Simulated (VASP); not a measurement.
# FeS2 (Pnnm) in VASP: settings compared

The runs below take FeS2 through single point, with PBE, r2SCAN.

Program: VASP 6.6.1. These are calculated values, not measurements. Logs are shortened: lines on timing, memory, paths and dates and some standing lists are left out, and cuts for length are marked.

### Step 1. The cell of the first run

The structure is orthorhombic, space group Pnnm (No. 58). Conventional cell: a = 4.439 Å, b = 5.410 Å, c = 3.390 Å, α = 90.00°, β = 90.00°, γ = 90.00°. Fe (site symmetry 2/m) has 6 S at 2.23 to 2.24 Å within 2.9 Å. S (site symmetry m) has 6 Fe at 2.23 to 3.63 Å and 12 S at 2.28 to 3.39 Å within 3.7 Å.

### Step 2. Single point, PBE

INCAR

```
PREC     = Accurate       # precision mode
ENCUT    = 600            # plane-wave cutoff, eV
EDIFF    = 1E-6           # SCF threshold, eV
ISMEAR   = -1             # smearing method
SIGMA    = 0.02           # smearing width, eV
LREAL    = F              # projectors in reciprocal space
LASPH    = T              # aspherical terms in the spheres
NELM     = 120            # most SCF steps
ALGO     = Normal         # electronic algorithm
ISIF     = 2              # what is computed and relaxed
LWAVE    = F              # write WAVECAR
LCHARG   = T              # write CHGCAR
GGA      = PE             # functional
LELF     = T              # ELF
LVHAR    = T            
NBANDS   = 29             # bands
GGA_COMPAT= F
```

KPOINTS

```
regular mesh
0
Gamma
  6 4 8
```

POSCAR

```
FeS2
1.0
    4.4389627483      0.0000000000      0.0000000000
    0.0000000000      5.4095540197      0.0000000000
    0.0000000000      0.0000000000      3.3895163727
Fe S
2 4
Direct
    0.5000000000      0.5000000000      0.5000000000
    0.0000000000      0.0000000000      0.0000000000
    0.2937551954      0.8751795098      0.5000000000
    0.7062448046      0.1248204902      0.5000000000
    0.2062448046      0.3751795098      0.0000000000
    0.7937551954      0.6248204902      0.0000000000
```

Potentials or basis: VASP PAW PBE potentials, release 64 (Fe, S).

The run is started by

```sh
cat potpaw_PBE.64/Fe/POTCAR potpaw_PBE.64/S/POTCAR > POTCAR
mpirun -np 1 vasp_std > vasp.out
```

OUTCAR:

```text
PREC = Accurate
   ENCUT = 600
   EDIFF = 1E-6
   ISMEAR = -1
   LREAL = F
   LASPH = T
   NELM = 120
   ISIF = 2
   GGA = PE

 ion  position               nearest neighbor table
   1  0.500  0.500  0.500-   3 2.23   4 2.23   5 2.24   6 2.24   5 2.24   6 2.24
   2  0.000  0.000  0.000-   5 2.23   6 2.23   3 2.24   4 2.24   3 2.24   4 2.24
   3  0.294  0.875  0.500-   1 2.23   2 2.24   2 2.24   4 2.28
   4  0.706  0.125  0.500-   1 2.23   2 2.24   2 2.24   3 2.28
   5  0.206  0.375  0.000-   2 2.23   1 2.24   1 2.24   6 2.28
   6  0.794  0.625  0.000-   2 2.23   1 2.24   1 2.24   5 2.28

  LATTYP: Found a simple orthorhombic cell.
 ALAT       =     3.3895163727
 B/A-ratio  =     1.3096153729
 C/A-ratio  =     1.5959663341

  Lattice vectors:

 A1 = (   0.0000000000,   0.0000000000,   3.3895163727)
 A2 = (   4.4389627483,   0.0000000000,   0.0000000000)
 A3 = (   0.0000000000,   5.4095540197,   0.0000000000)

Analysis of symmetry for initial positions (statically):
=====================================================================
 Subroutine PRICEL returns:
 Original cell was already a primitive cell.

 Routine SETGRP: Setting up the symmetry group for a
 simple orthorhombic supercell.

 Subroutine GETGRP returns: Found  8 space group operations
 (whereof  4 operations were pure point group operations)
 out of a pool of  8 trial point group operations.

The static configuration has the point symmetry C_2h.
 The point group associated with its full space group is D_2h.

Analysis of symmetry for dynamics (positions and initial velocities):
=====================================================================
 Subroutine PRICEL returns:
 Original cell was already a primitive cell.

 Routine SETGRP: Setting up the symmetry group for a
 simple orthorhombic supercell.

 Subroutine GETGRP returns: Found  8 space group operations
 (whereof  4 operations were pure point group operations)
 out of a pool of  8 trial point group operations.

The dynamic configuration has the point symmetry C_2h.
 The point group associated with its full space group is D_2h.

 Subroutine INISYM returns: Found  8 space group operations
 (whereof  4 operations are pure point group operations),
 and found     1 'primitive' translations

----------------------------------------------------------------------------------------

                                     Primitive cell

  volume of cell :      81.3918

  direct lattice vectors                    reciprocal lattice vectors
     4.438962748  0.000000000  0.000000000     0.225277854  0.000000000  0.000000000
     0.000000000  5.409554020  0.000000000     0.000000000  0.184858123  0.000000000
     0.000000000  0.000000000  3.389516373     0.000000000  0.000000000  0.295027340

  length of vectors
     4.438962748  5.409554020  3.389516373     0.225277854  0.184858123  0.295027340

  position of ions in fractional coordinates (direct lattice)
     0.500000000  0.500000000  0.500000000
     0.000000000  0.000000000  0.000000000
     0.293755195  0.875179510  0.500000000
     0.706244805  0.124820490  0.500000000
     0.206244805  0.375179510  0.000000000
     0.793755195  0.624820490  0.000000000

  ion indices of the primitive-cell ions
   primitive index   ion index
                 1           1
                 2           2
                 3           3
                 4           4
                 5           5
                 6           6

----------------------------------------------------------------------------------------

 KPOINTS: regular mesh

Automatic generation of k-mesh.
 Grid dimensions read from file:
 generate k-points for:    6    4    8

 Generating k-lattice:

  Cartesian coordinates                     Fractional coordinates (reciprocal lattice)
     0.037546309  0.000000000  0.000000000     0.166666667  0.000000000  0.000000000
     0.000000000  0.046214531  0.000000000     0.000000000  0.250000000  0.000000000
     0.000000000  0.000000000  0.036878418     0.000000000  0.000000000  0.125000000

  Length of vectors
     0.037546309  0.046214531  0.036878418

  Shift w.r.t. Gamma in fractional coordinates (k-lattice)
     0.000000000  0.000000000  0.000000000

 Subroutine IBZKPT returns following result:
 ===========================================

 Found     60 irreducible k-points:

 Following reciprocal coordinates:
            Coordinates               Weight
  0.000000  0.000000  0.000000      1.000000
  0.166667  0.000000  0.000000      2.000000
  0.333333  0.000000  0.000000      2.000000
  0.500000  0.000000  0.000000      1.000000
  0.000000  0.250000  0.000000      2.000000
  0.166667  0.250000  0.000000      4.000000
[... 16 lines left out ...]
  0.333333  0.500000  0.125000      4.000000
  0.500000  0.500000  0.125000      2.000000
 [... further k-points ...]
   k-points           NKPTS =     60   k-points in BZ     NKDIM =     60   number of bands    NBANDS=     29
   number of dos      NEDOS =    301   number of ions     NIONS =      6
   total plane-waves  NPLWV =  48384
   dimension x,y,z NGX =    36 NGY =   48 NGZ =   28
   dimension x,y,z NGXF=    72 NGYF=   96 NGZF=   56
   ions per type =               2   4
   NGX,Y,Z   is equivalent  to a cutoff of  13.48, 14.75, 13.73 a.u.
   NGXF,Y,Z  is equivalent  to a cutoff of  26.97, 29.50, 27.47 a.u.
 SYSTEM =  unknown system
   PREC   = accura    normal or accurate (medium, high low for compatibility)
   ISTART =      0    job   : 0-new  1-cont  2-samecut
   ICHARG =      2    charge: 1-file 2-atom 10-const
   ISPIN  =      1    spin polarized calculation?
   LNONCOLLINEAR =      F non collinear calculations
   LSORBIT =      F    spin-orbit coupling
   LASPH  =      T    aspherical Exc in radial PAW
   ENCUT  =  600.0 eV  44.10 Ry    6.64 a.u.   8.87 10.80  6.77*2*pi/ulx,y,z
   NELM   =    120;   NELMIN=  2; NELMDL= -5     # of ELM steps
   EDIFF  = 0.1E-05   stopping-criterion for ELM
   LREAL  =      F    real-space projection
   EDIFFG = 0.1E-04   stopping-criterion for IOM
   NSW    =      0    number of steps for IOM
   IBRION =     -1    ionic relax: 0-MD 1-quasi-New 2-CG
   NFREE  =      0    steps in history (QN), initial steepest desc. (CG)
   ISIF   =      2    stress and relaxation
   ISYM   =      2    0-nonsym 1-usesym 2-fastsym
   POTIM  = 0.5000    time-step for ionic-motion
   TEBEG  =    0.0;   TEEND  =   0.0 temperature during run
   PSTRESS=    0.0 pullay stress
   NELECT =      40.0000    total number of electrons
   NUPDOWN=      -1.0000    fix difference up-down
   EMIN   =  10.00;   EMAX   =-10.00  energy-range for DOS
   EFERMI =   0.00;   METHOD = LEGACY
   ISMEAR =    -1;   SIGMA  =   0.02  broadening in eV -4-tet -1-fermi 0-gaus
   EFERMI_NEDOS =   21; number of points for ismear=-14 and -15
   IALGO  =     38    algorithm
   IMIX   =      4    mixing-type and parameters
     AMIX     =   0.40;   BMIX     =  1.00
     AMIX_MAG =   1.60;   BMIX_MAG =  1.00
  volume/ion in A,a.u.               =      13.57        91.54
  Fermi-wavevector in a.u.,A,eV,Ry     =   1.291917  2.441369 22.708796  1.669049
  Thomas-Fermi vector in A             =   2.423657
   LORBIT       =      0    0 simple, 1 ext, 2 COOP (PROOUT), +10 PAW based schemes
   GGA     = PE    functional components
   LHFCALC =     F    Hartree Fock is set to
   AEXX    =    0.0000 exact exchange contribution
   IVDW    =     0    specifies the selected vdW correction
   LEPSILON=     F    determine dielectric tensor
   LRPA    =     F    only Hartree local field effects (RPA)
 non-spin polarized calculation
  energy-cutoff  :      600.00
  volume of cell :       81.39
 maximum number of plane-waves:      2764
 NGX is ok and might be reduce to    36
   NGX = 17   NGY = 21   NGZ = 13

 number of electron      39.9999998 magnetization

 Free energy of the ion-electron system (eV)
  ---------------------------------------------------
  ext. energy  EPLUGINS =         0.00000000
  ---------------------------------------------------
  free energy    TOTEN  =       -36.10537613 eV

  energy without entropy =      -36.10537613  energy(sigma->0) =      -36.10537613

 E-fermi :   8.1613     XC(G=0): -11.7170

 val. band max:        7.7021648400   @ k =   0.1667   0.0000   0.2500
 cond. band min:       8.5781869738   @ k =   0.0000   0.5000   0.5000
 fundamental gap:      0.8760221338
 Fermi energy:         8.1613309331

 k-point     1 :       0.0000    0.0000    0.0000
  band No.  band energies     occupation
      1      -8.9468      2.00000
      2      -6.5452      2.00000
      3      -4.7941      2.00000
      4      -4.0630      2.00000
      5       0.1305      2.00000
      6       1.6421      2.00000
[... 21 lines left out ...]
     28      13.5090      0.00000
     29      15.3211      0.00000

 k-point     2 :       0.1667    0.0000    0.0000
  band No.  band energies     occupation
      1      -8.7767      2.00000
      2      -6.5258      2.00000
      3      -4.8191      2.00000
      4      -4.6031      2.00000
      5       0.8955      2.00000
      6       1.1447      2.00000
[... 21 lines left out ...]
     28      13.8770      0.00000
     29      14.4457      0.00000

 k-point     3 :       0.3333    0.0000    0.0000
  band No.  band energies     occupation
      1      -8.2809      2.00000
      2      -6.7557      2.00000
      3      -5.2365      2.00000
      4      -4.9382      2.00000
      5       0.3088      2.00000
      6       0.5443      2.00000
[... 21 lines left out ...]
     28      13.3594      0.00000
     29      14.4583      0.00000

 k-point     4 :       0.5000    0.0000    0.0000
  band No.  band energies     occupation
      1      -7.5225      2.00000
      2      -7.5225      2.00000
      3      -5.1712      2.00000
      4      -5.1712      2.00000
      5       0.1397      2.00000
      6       0.1397      2.00000
[... 597 lines left out ...]
     28      14.7121      0.00000
     29      15.6762      0.00000

 k-point    23 :       0.3333    0.5000    0.1250
  band No.  band energies     occupation
      1      -7.3894      2.00000
      2      -7.3894      2.00000
      3      -5.3029      2.00000
      4      -5.3029      2.00000
      5       1.1406      2.00000
      6       1.1406      2.00000
[... 21 lines left out ...]
     28      14.3233      0.00000
     29      15.5653      0.00000

 k-point    24 :       0.5000    0.5000    0.1250
  band No.  band energies     occupation
      1      -7.0691      2.00000
      2      -7.0691      2.00000
      3      -5.7903      2.00000
      4      -5.7903      2.00000
      5       1.4236      2.00000
      6       1.4236      2.00000
[... 21 lines left out ...]
     28      14.1221      0.00000
     29      15.4821      0.00000

 [... further k-points ...]

------------------------ aborting loop because EDIFF is reached ----------------------------------------

  FORCE on cell =-STRESS in cart. coord.  units (eV):
  Direction    XX          YY          ZZ          XY          YZ          ZX
  --------------------------------------------------------------------------------------
  -------------------------------------------------------------------------------------
  Total       -0.0070022      0.0710201      0.1234290     -0.0000000      0.0000000      0.0000000
  in kB       -0.1378361      1.3980129      2.4296690     -0.0000000      0.0000000      0.0000000
  external PRESSURE =       1.2299486 kB  Pullay stress =       0.0000000 kB

 VOLUME and BASIS-vectors are now :
 -----------------------------------------------------------------------------
  energy-cutoff  :      600.00
  volume of cell :       81.39
      direct lattice vectors                 reciprocal lattice vectors
     4.438962748  0.000000000  0.000000000     0.225277854  0.000000000  0.000000000
     0.000000000  5.409554020  0.000000000     0.000000000  0.184858123  0.000000000
     0.000000000  0.000000000  3.389516373     0.000000000  0.000000000  0.295027340

 POSITION                                       TOTAL-FORCE (eV/Angst)
 -----------------------------------------------------------------------------------
      2.21948      2.70478      1.69476         0.000000      0.000000      0.000000
      0.00000      0.00000      0.00000         0.000000      0.000000      0.000000
      1.30397      4.73433      1.69476         0.054349      0.033711      0.000000
      3.13499      0.67522      1.69476        -0.054349     -0.033711      0.000000
      0.91551      2.02955      0.00000        -0.054349      0.033711      0.000000
      3.52345      3.38000      0.00000         0.054349     -0.033711      0.000000
 -----------------------------------------------------------------------------------
    total drift:                                0.000000      0.000000      0.000000

  FREE ENERGIE OF THE ION-ELECTRON SYSTEM (eV)
  ---------------------------------------------------
  free  energy   TOTEN  =       -36.1053761341 eV

  energy  without entropy=      -36.1053761341  energy(sigma->0) =      -36.10537613
```

It took 2.6 min on 1 thread of Intel Xeon Platinum 8259CL at 2.50GHz (Skylake/Cascade Lake), shared host; peak memory 0.29 GiB.

What came out:

* Free energy: -36.1054 eV
* Pressure: 0.1 GPa
* Largest force: 0.064 eV/Å
* Band gap on the k mesh: 0.88 eV (least direct gap 1.20 eV)

Forces in eV/Å, atoms in the order of the input:
```
Fe   0.000  0.000  0.000
Fe   0.000  0.000  0.000
S    0.054  0.034  0.000
S   -0.054 -0.034  0.000
S   -0.054  0.034  0.000
S    0.054 -0.034  0.000
```

Stress tensor (GPa, compression positive):
```
-0.01  0.00  0.00
 0.00  0.14  0.00
 0.00  0.00  0.24
```

A k mesh can miss the band edges. Spin polarisation is off, so any magnetic state and its effect on volume and gap are missing.

(Part 1 of 2 ends here.)
